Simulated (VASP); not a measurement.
# MgO (R-3m) in VASP: a series of runs, part 2 of 2

VASP 6.6.1.

**3. Single point, r2SCAN**

This run uses another cell than the first one, of the same volume but with other edges.

Input file POSCAR:

```
MgO
1.0
   -0.4555567184      1.9007711354      1.9007711354
    1.9007711354     -0.4555567184      1.9007711354
    1.9007711354      1.9007711354     -0.4555567184
Mg O
1 1
Direct
    0.0000000000      0.0000000000      0.0000000000
    0.5000000000      0.5000000000      0.5000000000
```

Input file INCAR.step1:

```
PREC = Accurate
ENCUT = 520
ISMEAR = 0
SIGMA = 0.05
LREAL = False
LASPH = True
NELM = 60
NBANDS = 11
GGA = PE
ALGO = Normal
EDIFF = 1E-4
LWAVE = True
LCHARG = False
```

Input file INCAR.step2:

```
PREC = Accurate
ENCUT = 520
EDIFF = 1E-6
ISMEAR = 0
SIGMA = 0.05
LREAL = False
LASPH = True
NELM = 60
ALGO = Normal
ISIF = 2
LWAVE = False
LCHARG = False
METAGGA = R2SCAN
LMIXTAU = True
NBANDS = 11
ISTART = 1
```

Input file KPOINTS:

```
regular mesh
0
Gamma
  10 10 10
```

Potentials or basis: VASP PAW PBE potentials, release 64 (Mg, O).

Launch:

```sh
$ cat potpaw_PBE.64/Mg/POTCAR potpaw_PBE.64/O/POTCAR > POTCAR
$ cp INCAR.step1 INCAR
$ mpirun -np 1 vasp_std > vasp.out
$ cp INCAR.step2 INCAR
$ mpirun -np 1 vasp_std > vasp.out
```

OUTCAR:

```text
PREC = Accurate
   ENCUT = 520
   EDIFF = 1E-6
   ISMEAR = 0
   LREAL = False
   LASPH = True
   NELM = 60
   ISIF = 2
   METAGGA = R2SCAN
   ISTART = 1

 ion  position               nearest neighbor table
   1  0.000  0.000  0.000-   2 2.15   2 2.15   2 2.15   2 2.15   2 2.15   2 2.15
   2  0.500  0.500  0.500-   1 2.15   1 2.15   1 2.15   1 2.15   1 2.15   1 2.15

  LATTYP: Found a trigonal (rhomboedric) cell.
 ALAT       =     2.7264250846
 COS(alpha) =     0.2530624440

  Lattice vectors:

 A1 = (  -0.4555567184,   1.9007711354,   1.9007711354)
 A2 = (   1.9007711354,  -0.4555567184,   1.9007711354)
 A3 = (   1.9007711354,   1.9007711354,  -0.4555567184)

Analysis of symmetry for initial positions (statically):
=====================================================================
 Subroutine PRICEL returns:
 Original cell was already a primitive cell.

 Routine SETGRP: Setting up the symmetry group for a
 trigonal (rhombohedral) supercell.

 Subroutine GETGRP returns: Found 12 space group operations
 (whereof 12 operations were pure point group operations)
 out of a pool of 12 trial point group operations.

The static configuration has the point symmetry D_3d.

Analysis of symmetry for dynamics (positions and initial velocities):
=====================================================================
 Subroutine PRICEL returns:
 Original cell was already a primitive cell.

 Routine SETGRP: Setting up the symmetry group for a
 trigonal (rhombohedral) supercell.

 Subroutine GETGRP returns: Found 12 space group operations
 (whereof 12 operations were pure point group operations)
 out of a pool of 12 trial point group operations.

The dynamic configuration has the point symmetry D_3d.

 Subroutine INISYM returns: Found 12 space group operations
 (whereof 12 operations are pure point group operations),
 and found     1 'primitive' translations

----------------------------------------------------------------------------------------

[... 114 lines left out ...]
  Fermi-wavevector in a.u.,A,eV,Ry     =   1.236250  2.336174 20.793977  1.528314
  Thomas-Fermi vector in A             =   2.370866
   LORBIT       =      0    0 simple, 1 ext, 2 COOP (PROOUT), +10 PAW based schemes
   METAGGA = R2SCAN    functional components
   LHFCALC =     F    Hartree Fock is set to
   AEXX    =    0.0000 exact exchange contribution
   IVDW    =     0    specifies the selected vdW correction
   LEPSILON=     F    determine dielectric tensor
   LRPA    =     F    only Hartree local field effects (RPA)
 non-spin polarized calculation
 Gauss-broadening in eV      SIGMA  =   0.05
  energy-cutoff  :      520.00
  volume of cell :       18.58
 maximum number of plane-waves:       517
   NGX = 11   NGY = 11   NGZ = 11

 number of electron       8.0000010 magnetization

 Free energy of the ion-electron system (eV)
  ---------------------------------------------------
  ext. energy  EPLUGINS =         0.00000000
  ---------------------------------------------------
  free energy    TOTEN  =       -15.24781114 eV

  energy without entropy =      -15.24781114  energy(sigma->0) =      -15.24781114

 E-fermi :   4.3439     XC(G=0): -11.6709

 val. band max:        4.0613042447   @ k =   0.0000   0.0000   0.0000
 cond. band min:       7.9229637337   @ k =   0.0000   0.0000   0.0000
 fundamental gap:      3.8616594890
 Fermi energy:         4.3438952062

 k-point     1 :       0.0000    0.0000    0.0000
  band No.  band energies     occupation
      1     -15.1059      2.00000
      2       2.7886      2.00000
      3       2.7886      2.00000
      4       4.0613      2.00000
      5       7.9230      0.00000
      6      16.9401      0.00000
      7      16.9401      0.00000
      8      23.3628      0.00000
      9      27.5864      0.00000
     10      27.5864      0.00000
     11      27.6348      0.00000
[... 309 lines left out ...]
 k-point    24 :       0.4000    0.3000    0.0000
  band No.  band energies     occupation
      1     -13.7394      2.00000
      2      -0.5700      2.00000
      3       1.0093      2.00000
      4       3.3614      2.00000
      5      12.2855      0.00000
      6      14.4212      0.00000
      7      18.7989      0.00000
      8      19.8299      0.00000
      9      25.9417      0.00000
     10      27.8639      0.00000
     11      28.2590      0.00000

 [... further k-points ...]
[... 5 lines left out ...]
  --------------------------------------------------------------------------------------
  -------------------------------------------------------------------------------------
  Total       -0.1959692     -0.1959692     -0.1959692      1.8647039      1.8647039      1.8647039
  in kB      -16.9006300    -16.9006300    -16.9006300    160.8144098    160.8144098    160.8144098
  external PRESSURE =     -16.9006300 kB  Pullay stress =       0.0000000 kB

 VOLUME and BASIS-vectors are now :
 -----------------------------------------------------------------------------
  energy-cutoff  :      520.00
  volume of cell :       18.58
      direct lattice vectors                 reciprocal lattice vectors
    -0.455556718  1.900771135  1.900771135    -0.183304238  0.241084922  0.241084922
     1.900771135 -0.455556718  1.900771135     0.241084922 -0.183304238  0.241084922
     1.900771135  1.900771135 -0.455556718     0.241084922  0.241084922 -0.183304238

 POSITION                                       TOTAL-FORCE (eV/Angst)
 -----------------------------------------------------------------------------------
      0.00000      0.00000      0.00000         0.000000     -0.000000     -0.000000
      1.67299      1.67299      1.67299        -0.000000      0.000000      0.000000
 -----------------------------------------------------------------------------------
    total drift:                                0.000000      0.000000      0.000000

  FREE ENERGIE OF THE ION-ELECTRON SYSTEM (eV)
  ---------------------------------------------------
  free  energy   TOTEN  =       -15.2478111357 eV

  energy  without entropy=      -15.2478111357  energy(sigma->0) =      -15.24781114
```

OUTCAR.step1:

```text
PREC = Accurate
   ENCUT = 520
   ISMEAR = 0
   LREAL = False
   LASPH = True
[... 558 lines left out ...]
      0.00000      0.00000      0.00000         0.000000     -0.000000      0.000000
      1.67299      1.67299      1.67299        -0.000000      0.000000     -0.000000
 -----------------------------------------------------------------------------------
    total drift:                                0.000000      0.000000      0.000000

  FREE ENERGIE OF THE ION-ELECTRON SYSTEM (eV)
  ---------------------------------------------------
  free  energy   TOTEN  =       -11.0593317383 eV

  energy  without entropy=      -11.0593317383  energy(sigma->0) =      -11.05933174
```

It took 47 s on 1 thread of Intel Xeon Platinum 8559C (Emerald Rapids), shared host; peak memory 0.14 GiB.

Results:

| Item | Value |
| --- | --- |
| Free energy | -15.2478 eV |
| Pressure | -1.7 GPa |
| Band gap on the k mesh | 3.86 eV, direct |

Stress tensor (GPa, compression positive):
```
-1.69 16.08 16.08
16.08 -1.69 16.08
16.08 16.08 -1.69
```

Caveat: the PAW data sets were made with another functional, which shifts forces and pressure a little.

**4. Single point, r2SCAN**

This run uses another cell than the first one, of the same volume but with other edges.

Input file POSCAR:

```
MgO
1.0
    0.5123987481      2.3870283144      2.3870283144
    2.3870283144      0.5123987481      2.3870283144
    2.3870283144      2.3870283144      0.5123987481
Mg O
1 1
Direct
    0.0000000000      0.0000000000      0.0000000000
    0.5000000000      0.5000000000      0.5000000000
```

Input file INCAR.step1:

```
PREC = Accurate ; ENCUT = 520
ISMEAR = 0 ; SIGMA = 0.05
LREAL = F ; LASPH = T
NELM = 100 ; NBANDS = 11
GGA = PE ; ALGO = Normal
EDIFF = 1E-4 ; LWAVE = T
LCHARG = F
```

Input file INCAR.step2:

```
PREC = Accurate ; ENCUT = 520
EDIFF = 1E-7 ; ISMEAR = 0
SIGMA = 0.05 ; LREAL = F
LASPH = T ; NELM = 100
ALGO = Normal ; ISIF = 2
LWAVE = F ; LCHARG = F
METAGGA = R2SCAN ; LMIXTAU = T
NBANDS = 11 ; ISTART = 1
```

KPOINTS is that of step 3.

Launch:

```sh
$ cat potpaw_PBE.64/Mg/POTCAR potpaw_PBE.64/O/POTCAR > POTCAR
$ cp INCAR.step1 INCAR
$ mpirun -np 1 vasp_std > vasp.out
$ cp INCAR.step2 INCAR
$ mpirun -np 1 vasp_std > vasp.out
```

It took 100 s on 1 thread of Intel Xeon Platinum 8559C (Emerald Rapids), shared host; peak memory 0.18 GiB.

It converged, with:

```
Free energy            : -14.2905 eV
Pressure               : 3.6 GPa
Band gap on the k mesh : 1.17 eV, direct
```

Stress tensor (GPa, compression positive):
```
  3.56 -51.47 -51.47
-51.47   3.56 -51.47
-51.47 -51.47   3.56
```

Levels at points of the mesh, in eV from the valence-band top:
```
           k point  band 1  band 2  band 3  band 4  band 5  band 6  band 7  band 8  band 9
(0.00, 0.00, 0.00)  -19.66   -3.62    0.00    0.00    1.17   13.29   16.93   18.37   18.37
(0.50, 0.00, 0.00)  -17.85   -5.66   -3.29   -1.06    4.83   10.71   14.55   16.81   19.28
(0.50, 0.50, 0.00)  -17.79   -5.48   -3.84   -1.18    5.96    9.77   12.11   18.96   19.07
(0.50, 0.50, 0.50)  -19.05   -7.57   -0.21   -0.21    7.60   10.01   21.34   21.34   21.40
```

Caveat: the PAW data sets were made with another functional, which shifts forces and pressure a little.

**5. The runs side by side**

```tsv
cell	gap on the mesh (eV)	pressure (GPa)
a = 4.087 Å, angles 33.6°, 2 atoms	none	38.8
a = 2.726 Å, angles 75.3°, 2 atoms	3.86	-1.7
a = 3.414 Å, angles 45.7°, 2 atoms	1.17	3.6
```

Alike in all rows: task single point; level r2SCAN; potentials or basis VASP PAW PBE potentials, release 64 (Mg, O); no spin polarisation; k mesh 10 × 10 × 10; cutoff (eV) 520; smearing gaussian 0.05 eV.

Caveats: the PAW data sets were made with another functional, which shifts forces and pressure a little.

Total energies depend on the potentials used, so only differences within one code and one set of settings carry meaning.
